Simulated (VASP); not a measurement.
NiO: single point with PBE0

Crystal: NiO.

```
Ni O
1.0
     0.00000    2.22171    2.22171
     2.22171    0.00000    2.22171
     2.22171    2.22171    0.00000
Ni O
1 1
Direct
  0.00000 0.00000 0.00000
  0.75000 0.75000 0.75000
```

```yaml
Program: VASP 6.6.1
Task: single point
Functional: PBE0
Potentials_or_basis: VASP PAW PBE potentials, release 64 (Ni, O)
Cutoff: 520 eV
k_mesh: 5 × 5 × 5
Occupations: fermi-dirac, width 0.05 eV
Spin: collinear spin, ferromagnetic start
Starting_moments: "[1.0, 0.0] μB"
Dipole_correction: no
Grid_for_exact_exchange_PRECFOCK: Normal
Further_INCAR_settings: ALGO = Normal; EDIFF = 1e-06; NBANDS = 19
Share_of_exact_exchange: 0.25
```

| Quantity | Value |
| --- | --- |
| Pressure | 0.5 GPa |
| Band gap on the k mesh | zero (filled and empty bands overlap) |
| Net moment | 2.00 μB per cell |
| Site moments | Ni +1.65; O +0.34 μB |
| Valence electrons inside the program's atomic spheres | Ni 9.12; O 5.04 |

Levels at points of the mesh, in eV from the Fermi level:
Spin up:
```tsv
k point	band 7	band 8	band 9	band 10	band 11	band 12
(0.00, 0.00, 0.00)	-2.66	-2.66	-2.66	0.84	15.19	15.19
```
Spin down:
```csv
k point,band 4,band 5,band 6,band 7,band 8,band 9,band 10,band 11
"(0.00, 0.00, 0.00)",-7.03,-4.85,-4.85,0.93,2.83,2.83,2.83,15.41
```

Wall time 27 min on 1 thread of Oxide Virtual Turin-like Processor, with other jobs on the host, peak memory 0.13 GiB.

Caveat: the k points lie up to 0.49 Å⁻¹ apart, too coarse for converged energies and pressures of a metal; the PAW data sets were made with another functional, which shifts forces and pressure a little; a cell with one magnetic atom can't hold antiferromagnetic order, which such compounds often take.
